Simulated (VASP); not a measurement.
# TiAl3 (P6_3/mmc) in VASP: a series of runs

Runs on TiAl3. Level: PBE. Tasks: relaxation of cell and atoms, single point.

Everything below comes from runs of VASP 6.6.1. Logs are shortened: lines on timing, memory, paths and dates and some standing lists are left out, and cuts for length are marked.

### 1 The cell of the first run

The structure is hexagonal, space group P6_3/mmc (No. 194). The conventional cell has a = 6.048 Å, b = 6.048 Å, c = 4.718 Å, α = 90.00°, β = 90.00°, γ = 120.00°. Ti (site symmetry -6m2) has 12 Al at 2.87 to 3.03 Å within 3.8 Å. Al (site symmetry mm2) has 8 Al at 2.83 to 3.22 Å and 4 Ti at 2.87 to 3.03 Å within 3.7 Å.

The cell was built from a structure type or drawn by symmetry, and may not be a known phase.

### 2 Relaxation of cell and atoms, PBE

Contents of INCAR:

```
PREC     = Accurate       # precision mode
ENCUT    = 600            # plane-wave cutoff, eV
EDIFF    = 1E-6           # SCF threshold, eV
ISMEAR   = 0              # smearing method
SIGMA    = 0.1            # smearing width, eV
LREAL    = F              # projectors in reciprocal space
LASPH    = T              # aspherical terms in the spheres
NELM     = 60             # most SCF steps
ALGO     = Normal         # electronic algorithm
ISIF     = 3              # what is computed and relaxed
LWAVE    = F              # write WAVECAR
LCHARG   = F              # write CHGCAR
GGA      = PE             # functional
IBRION   = 2              # ionic algorithm
NSW      = 90             # ionic steps
EDIFFG   = -0.04          # ionic threshold
```

Contents of KPOINTS:

```
Automatic mesh
0
Gamma
  3 3 4
```

Contents of POSCAR:

```
TiAl3
1.0
    6.0479940900      0.0000000000      0.0000000000
   -3.0239970400      5.2377165200      0.0000000000
    0.0000000000      0.0000000000      4.7182219700
Ti Al
2 6
Direct
    0.6666666700      0.3333333300      0.2500000000
    0.3333333300      0.6666666700      0.7500000000
    0.1774635600      0.3549271200      0.2500000000
    0.1774635600      0.8225364400      0.2500000000
    0.6450728800      0.8225364400      0.2500000000
    0.3549271200      0.1774635600      0.7500000000
    0.8225364400      0.1774635600      0.7500000000
    0.8225364400      0.6450728800      0.7500000000
```

Potentials or basis: VASP PAW PBE potentials, release 64 (Ti_sv, Al).

The run is started by

```
$ cat potpaw_PBE.64/Ti_sv/POTCAR potpaw_PBE.64/Al/POTCAR > POTCAR
$ mpirun -np 1 vasp_std > vasp.out
```

OUTCAR:

```text
PREC = Accurate
   ENCUT = 600
   EDIFF = 1E-6
   ISMEAR = 0
   LREAL = F
   LASPH = T
   NELM = 60
   ISIF = 3
   GGA = PE
   IBRION = 2
   NSW = 90
   EDIFFG = -0.04

 ion  position               nearest neighbor table
   1  0.667  0.333  0.250-   7 2.87   7 2.87   8 2.87   8 2.87   6 2.87   6 2.87   5 3.03   3 3.03
                             4 3.03   4 3.03   5 3.03   3 3.03
   2  0.333  0.667  0.750-   4 2.87   4 2.87   3 2.87   3 2.87   5 2.87   5 2.87   6 3.03   8 3.03
                             7 3.03   7 3.03   6 3.03   8 3.03
   3  0.177  0.355  0.250-   4 2.83   5 2.83   2 2.87   2 2.87   6 3.00   6 3.00   7 3.00   7 3.00
                             1 3.03   1 3.03   4 3.22   5 3.22
   4  0.177  0.823  0.250-   3 2.83   5 2.83   2 2.87   2 2.87   6 3.00   6 3.00   8 3.00   8 3.00
                             1 3.03   1 3.03   3 3.22   5 3.22
   5  0.645  0.823  0.250-   3 2.83   4 2.83   2 2.87   2 2.87   7 3.00   7 3.00   8 3.00   8 3.00
                             1 3.03   1 3.03   3 3.22   4 3.22
   6  0.355  0.177  0.750-   8 2.83   7 2.83   1 2.87   1 2.87   4 3.00   4 3.00   3 3.00   3 3.00
                             2 3.03   2 3.03   8 3.22   7 3.22
   7  0.823  0.177  0.750-   8 2.83   6 2.83   1 2.87   1 2.87   5 3.00   5 3.00   3 3.00   3 3.00
                             2 3.03   2 3.03   8 3.22   6 3.22
   8  0.823  0.645  0.750-   7 2.83   6 2.83   1 2.87   1 2.87   5 3.00   5 3.00   4 3.00   4 3.00
                             2 3.03   2 3.03   7 3.22   6 3.22

  LATTYP: Found a hexagonal cell.
 ALAT       =     6.0479940900
 C/A-ratio  =     0.7801300563

  Lattice vectors:

 A1 = (   6.0479940900,   0.0000000000,   0.0000000000)
 A2 = (  -3.0239970400,   5.2377165200,   0.0000000000)
 A3 = (   0.0000000000,   0.0000000000,   4.7182219700)

Analysis of symmetry for initial positions (statically):
=====================================================================
 Subroutine PRICEL returns:
 Original cell was already a primitive cell.

 Routine SETGRP: Setting up the symmetry group for a
 hexagonal supercell.

 Subroutine GETGRP returns: Found 24 space group operations
 (whereof 12 operations were pure point group operations)
 out of a pool of 24 trial point group operations.

The static configuration has the point symmetry D_3d.
 The point group associated with its full space group is D_6h.

Analysis of symmetry for dynamics (positions and initial velocities):
=====================================================================
 Subroutine PRICEL returns:
 Original cell was already a primitive cell.

 Routine SETGRP: Setting up the symmetry group for a
 hexagonal supercell.

 Subroutine GETGRP returns: Found 24 space group operations
 (whereof 12 operations were pure point group operations)
 out of a pool of 24 trial point group operations.

The dynamic configuration has the point symmetry D_3d.
 The point group associated with its full space group is D_6h.

 Subroutine INISYM returns: Found 24 space group operations
 (whereof 12 operations are pure point group operations),
 and found     1 'primitive' translations

----------------------------------------------------------------------------------------

                                     Primitive cell

  volume of cell :     149.4623

  direct lattice vectors                    reciprocal lattice vectors
     6.047994090  0.000000000  0.000000000     0.165344077  0.095461447  0.000000000
    -3.023997040  5.237716520  0.000000000     0.000000000  0.190922895  0.000000000
     0.000000000  0.000000000  4.718221970     0.000000000  0.000000000  0.211944246

  length of vectors
     6.047994090  6.047994084  4.718221970     0.190922895  0.190922895  0.211944246

  position of ions in fractional coordinates (direct lattice)
     0.666666670  0.333333330  0.250000000
     0.333333330  0.666666670  0.750000000
     0.177463560  0.354927120  0.250000000
     0.177463560  0.822536440  0.250000000
     0.645072880  0.822536440  0.250000000
     0.354927120  0.177463560  0.750000000
     0.822536440  0.177463560  0.750000000
     0.822536440  0.645072880  0.750000000

  ion indices of the primitive-cell ions
   primitive index   ion index
                 1           1
                 2           2
                 3           3
                 4           4
                 5           5
                 6           6
                 7           7
                 8           8

----------------------------------------------------------------------------------------

 KPOINTS: Automatic mesh

Automatic generation of k-mesh.
 Grid dimensions read from file:
 generate k-points for:    3    3    4

 Generating k-lattice:

  Cartesian coordinates                     Fractional coordinates (reciprocal lattice)
     0.055114692  0.031820482  0.000000000     0.333333333  0.000000000  0.000000000
     0.000000000  0.063640965  0.000000000     0.000000000  0.333333333  0.000000000
     0.000000000  0.000000000  0.052986062     0.000000000  0.000000000  0.250000000

  Length of vectors
     0.063640965  0.063640965  0.052986062

  Shift w.r.t. Gamma in fractional coordinates (k-lattice)
     0.000000000  0.000000000  0.000000000

 Subroutine IBZKPT returns following result:
 ===========================================

 Found      9 irreducible k-points:

 Following reciprocal coordinates:
            Coordinates               Weight
  0.000000  0.000000  0.000000      1.000000
  0.333333  0.000000  0.000000      6.000000
  0.333333  0.333333  0.000000      2.000000
  0.000000  0.000000  0.250000      2.000000
  0.333333  0.000000  0.250000     12.000000
  0.333333  0.333333  0.250000      4.000000
  0.000000  0.000000  0.500000      1.000000
  0.333333  0.000000  0.500000      6.000000
  0.333333  0.333333  0.500000      2.000000
   k-points           NKPTS =      9   k-points in BZ     NKDIM =      9   number of bands    NBANDS=     26
   number of dos      NEDOS =    301   number of ions     NIONS =      8
   total plane-waves  NPLWV =  92160
   dimension x,y,z NGX =    48 NGY =   48 NGZ =   40
   dimension x,y,z NGXF=    96 NGYF=   96 NGZF=   80
   ions per type =               2   6
   NGX,Y,Z   is equivalent  to a cutoff of  13.19, 13.19, 14.09 a.u.
   NGXF,Y,Z  is equivalent  to a cutoff of  26.39, 26.39, 28.19 a.u.
 SYSTEM =  unknown system
   PREC   = accura    normal or accurate (medium, high low for compatibility)
   ISTART =      0    job   : 0-new  1-cont  2-samecut
   ICHARG =      2    charge: 1-file 2-atom 10-const
   ISPIN  =      1    spin polarized calculation?
   LNONCOLLINEAR =      F non collinear calculations
   LSORBIT =      F    spin-orbit coupling
   LASPH  =      T    aspherical Exc in radial PAW
   ENCUT  =  600.0 eV  44.10 Ry    6.64 a.u.  12.08 12.08  9.42*2*pi/ulx,y,z
   NELM   =     60;   NELMIN=  2; NELMDL= -5     # of ELM steps
   EDIFF  = 0.1E-05   stopping-criterion for ELM
   LREAL  =      F    real-space projection
   EDIFFG = -.4E-01   stopping-criterion for IOM
   NSW    =     90    number of steps for IOM
   IBRION =      2    ionic relax: 0-MD 1-quasi-New 2-CG
   NFREE  =      1    steps in history (QN), initial steepest desc. (CG)
   ISIF   =      3    stress and relaxation
   ISYM   =      2    0-nonsym 1-usesym 2-fastsym
   POTIM  = 0.5000    time-step for ionic-motion
   TEBEG  =    0.0;   TEEND  =   0.0 temperature during run
   PSTRESS=    0.0 pullay stress
   NELECT =      42.0000    total number of electrons
   NUPDOWN=      -1.0000    fix difference up-down
   EMIN   =  10.00;   EMAX   =-10.00  energy-range for DOS
   EFERMI =   0.00;   METHOD = LEGACY
   ISMEAR =     0;   SIGMA  =   0.10  broadening in eV -4-tet -1-fermi 0-gaus
   EFERMI_NEDOS =   21; number of points for ismear=-14 and -15
   IALGO  =     38    algorithm
   IMIX   =      4    mixing-type and parameters
     AMIX     =   0.40;   BMIX     =  1.00
     AMIX_MAG =   1.60;   BMIX_MAG =  1.00
  volume/ion in A,a.u.               =      18.68       126.08
  Fermi-wavevector in a.u.,A,eV,Ry     =   1.072294  2.026343 15.644186  1.149815
  Thomas-Fermi vector in A             =   2.208060
   LORBIT       =      0    0 simple, 1 ext, 2 COOP (PROOUT), +10 PAW based schemes
   GGA     = PE    functional components
   LHFCALC =     F    Hartree Fock is set to
   AEXX    =    0.0000 exact exchange contribution
   IVDW    =     0    specifies the selected vdW correction
   LEPSILON=     F    determine dielectric tensor
   LRPA    =     F    only Hartree local field effects (RPA)
 conjugate gradient relaxation of ions
 non-spin polarized calculation
 Gauss-broadening in eV      SIGMA  =   0.10
  energy-cutoff  :      600.00
  volume of cell :      149.46
 maximum number of plane-waves:      5003
   NGX = 25   NGY = 25   NGZ = 19

--------------------------------------- Ionic step        1  -------------------------------------------

 number of electron      42.0000000 magnetization

 Free energy of the ion-electron system (eV)
  ---------------------------------------------------
  ext. energy  EPLUGINS =         0.00000000
  ---------------------------------------------------
  free energy    TOTEN  =       -39.41940645 eV

  energy without entropy =      -39.38384286  energy(sigma->0) =      -39.40162466

------------------------ aborting loop because EDIFF is reached ----------------------------------------

  FORCE on cell =-STRESS in cart. coord.  units (eV):
  Direction    XX          YY          ZZ          XY          YZ          ZX
  --------------------------------------------------------------------------------------
  -------------------------------------------------------------------------------------
  Total      -11.6908890    -11.6908890     -6.4760538     -0.0000000      0.0000000      0.0000000
  in kB     -125.3217365   -125.3217363    -69.4207519     -0.0000001      0.0000000      0.0000000
  external PRESSURE =    -106.6880749 kB  Pullay stress =       0.0000000 kB
[... 279 lines left out ...]
  energy  without entropy=      -40.8642208782  energy(sigma->0) =      -40.86869505

--------------------------------------- Ionic step        8  -------------------------------------------

 number of electron      41.9999996 magnetization

 Free energy of the ion-electron system (eV)
  ---------------------------------------------------
  ext. energy  EPLUGINS =         0.00000000
  ---------------------------------------------------
  free energy    TOTEN  =       -40.87479802 eV

  energy without entropy =      -40.86544832  energy(sigma->0) =      -40.87012317

 E-fermi :   8.6030     XC(G=0): -10.7392

 val. band max:        8.5069094232   @ k =   0.3333   0.0000   0.5000
 cond. band min:       8.7336231974   @ k =   0.3333   0.3333   0.5000
 fundamental gap:      0.2267137742
 Fermi energy:         8.6030218602

 k-point     1 :       0.0000    0.0000    0.0000
  band No.  band energies     occupation
      1     -48.2142      2.00000
      2     -48.2122      2.00000
      3     -24.5421      2.00000
      4     -24.5421      2.00000
      5     -24.5290      2.00000
      6     -24.5290      2.00000
[... 285 lines left out ...]
  FREE ENERGIE OF THE ION-ELECTRON SYSTEM (eV)
  ---------------------------------------------------
  free  energy   TOTEN  =       -40.8747980168 eV

  energy  without entropy=      -40.8654483218  energy(sigma->0) =      -40.87012317

 reached required accuracy - stopping structural energy minimisation
```

It took 3.3 min on 1 thread of AMD EPYC 9R45 (Zen 5), shared host; peak memory 0.29 GiB.

Results:

| Property | Result |
| --- | --- |
| Free energy | -40.8748 eV |
| Relaxed volume | 15.84 Å³/atom |
| Relaxed cell | a = 5.594 Å, b = 5.594 Å, c = 4.676 Å, α = 90.00°, β = 90.00°, γ = 120.00° |
| Space group after relaxing (to 0.1 Å) | P6_3/mmc (No. 194) |
| Energy gained by relaxing | 181.9 meV/atom |
| Ionic steps | 8 |
| Pressure after relaxing | -0.1 GPa |
| Largest force after relaxing | 0.025 eV/Å |
| Band gap on the k mesh | zero (bands 21 and 22 overlap by 1.06 eV) |

Forces in eV/Å, atoms in the order of the input:
```
Ti   0.000  0.000  0.000
Ti   0.000  0.000  0.000
Al   0.000 -0.025  0.000
Al  -0.021  0.012  0.000
Al   0.021  0.012  0.000
Al  -0.021 -0.012  0.000
Al   0.021 -0.012  0.000
Al   0.000  0.025  0.000
```

Stress tensor (GPa, compression positive):
```
 0.01  0.00  0.00
 0.00  0.01  0.00
 0.00  0.00 -0.18
```

The path:
| step | energy change (eV) | largest force (eV/Å) | pressure (GPa) | volume (Å³) |
| --- | --- | --- | --- | --- |
| 1 | 0.0000 | 0.7075 | -10.67 | 149.46 |
| 2 | -1.0997 | 1.1159 | 3.10 | 124.09 |
| 3 | -1.1022 | 1.1080 | 2.35 | 124.96 |
| 4 | -1.4032 | 0.3300 | 2.87 | 123.45 |
| 5 | -1.4126 | 0.1418 | 3.22 | 123.10 |
| 6 | -1.4432 | 0.0260 | -1.74 | 128.84 |
| 7 | -1.4538 | 0.0617 | -0.17 | 126.86 |
| 8 | -1.4554 | 0.0246 | -0.05 | 126.71 |

Final structure:
```xyz
8
Lattice="5.5936 0.0000 0.0000 -2.7968 4.8442 0.0000 0.0000 0.0000 4.6764" Properties=species:S:1:pos:R:3 pbc="T T T"
Ti    2.7968    1.6147    1.1691
Ti    0.0000    3.2295    3.5073
Al    0.0000    1.6046    1.1691
Al   -1.4072    4.0419    1.1691
Al    1.4072    4.0419    1.1691
Al    1.3896    0.8023    3.5073
Al    4.2040    0.8023    3.5073
Al    2.7968    3.2396    3.5073
```

Levels at points of the mesh, in eV from the Fermi level:
| k point | band 19 | band 20 | band 21 | band 22 | band 23 | band 24 |
| --- | --- | --- | --- | --- | --- | --- |
| (0.00, 0.00, 0.00) | -1.08 | -0.57 | -0.57 | -0.12 | -0.12 | 0.54 |
| (0.00, 0.00, 0.50) | -2.71 | -2.71 | -0.62 | -0.62 | 1.19 | 1.19 |

Caveat: the k points lie up to 0.43 Å⁻¹ apart in the final cell, too coarse for converged energies and pressures of a metal; the volume moved by over 15 % at a fixed basis, so the end points are rough.

### 3 Relaxation of cell and atoms, PBE

This run uses another cell than the first one, of 15.84 Å³/atom.

Contents of INCAR:

```
PREC = Accurate ; ENCUT = 600
EDIFF = 1E-6 ; ISMEAR = 0
SIGMA = 0.1 ; LREAL = False
LASPH = True ; NELM = 80
ALGO = Normal ; ISIF = 3
LWAVE = False ; LCHARG = False
GGA = PE ; IBRION = 2
NSW = 90 ; EDIFFG = -0.04
```

Contents of KPOINTS:

```
regular mesh
0
Gamma
  6 6 4
```

Contents of POSCAR:

```
TiAl3
1.0
    5.5962691589      0.0000000000      0.0000000000
   -2.7981345795      4.8465112580      0.0000000000
    0.0000000000      0.0000000000      4.6720900896
Ti Al
2 6
Direct
    0.6666666667      0.3333333333      0.2500000000
    0.3333333333      0.6666666667      0.7500000000
    0.1654782973      0.3309565945      0.2500000000
    0.1654782973      0.8345217027      0.2500000000
    0.6690434055      0.8345217027      0.2500000000
    0.3309565945      0.1654782973      0.7500000000
    0.8345217027      0.1654782973      0.7500000000
    0.8345217027      0.6690434055      0.7500000000
```

Potentials or basis: VASP PAW PBE potentials, release 64 (Ti_sv, Al).

The run is started by

```
$ cat potpaw_PBE.64/Ti_sv/POTCAR potpaw_PBE.64/Al/POTCAR > POTCAR
$ mpirun -np 1 vasp_std > vasp.out
```

Wall time 2.2 min (1 thread of AMD EPYC 9R45 (Zen 5), shared host); peak memory 0.3 GiB.

It converged, with:

```yaml
Free_energy: -40.7153 eV
Relaxed_volume: 15.89 Å³/atom
Relaxed_cell: a = 5.565 Å, b = 5.565 Å, c = 4.741 Å, α = 90.00°, β = 90.00°, γ = 120.00°
Space_group_after_relaxing_to_0.1_Å: P6_3/mmc (No. 194)
Energy_gained_by_relaxing: 2.2 meV/atom
Ionic_steps: 3
Pressure_after_relaxing: -0.1 GPa
Largest_force_after_relaxing: 0.018 eV/Å
Band_gap_on_the_k_mesh: zero (bands 21 and 22 overlap by 1.18 eV)
```

Forces on the atoms (eV/Å):
```
Ti   0.000  0.000  0.000
Ti   0.000  0.000  0.000
Al   0.000  0.018  0.000
Al   0.016 -0.009  0.000
Al  -0.016 -0.009  0.000
Al   0.016  0.009  0.000
Al  -0.016  0.009  0.000
Al   0.000 -0.018  0.000
```

The path:
| step | energy change (eV) | largest force (eV/Å) | pressure (GPa) | volume (Å³) |
| --- | --- | --- | --- | --- |
| 1 | 0.0000 | 0.1087 | 0.15 | 126.72 |
| 2 | -0.0144 | 0.0609 | -0.02 | 126.98 |
| 3 | -0.0175 | 0.0180 | -0.08 | 127.15 |

Final structure:
```
Ti Al
1.0
     5.56505    0.00000    0.00000
    -2.78253    4.81948    0.00000
     0.00000    0.00000    4.74091
Ti Al
2 6
Cartesian
  2.7825 1.6065 1.1852
  0.0000 3.2130 3.5557
  0.0000 1.6039 1.1852
  -1.3935 4.0175 1.1852
  1.3935 4.0175 1.1852
  1.3890 0.8019 3.5557
  4.1760 0.8019 3.5557
  2.7825 3.2156 3.5557
```

Levels at points of the mesh, in eV from the Fermi level:
```tsv
k point	band 18	band 19	band 20	band 21	band 22	band 23	band 24	band 25
(0.00, 0.00, 0.00)	-1.22	-1.22	-0.70	-0.70	-0.30	-0.30	0.45	0.94
(0.50, 0.00, 0.00)	-2.06	-2.04	-1.26	0.16	0.68	0.68	0.85	0.95
(0.00, 0.00, 0.50)	-2.83	-2.83	-2.83	-0.85	-0.85	1.06	1.06	1.06
(0.50, 0.00, 0.50)	-1.54	-0.25	-0.25	0.11	0.11	0.85	0.85	1.19
```

(Continued in part 2 of 2.)
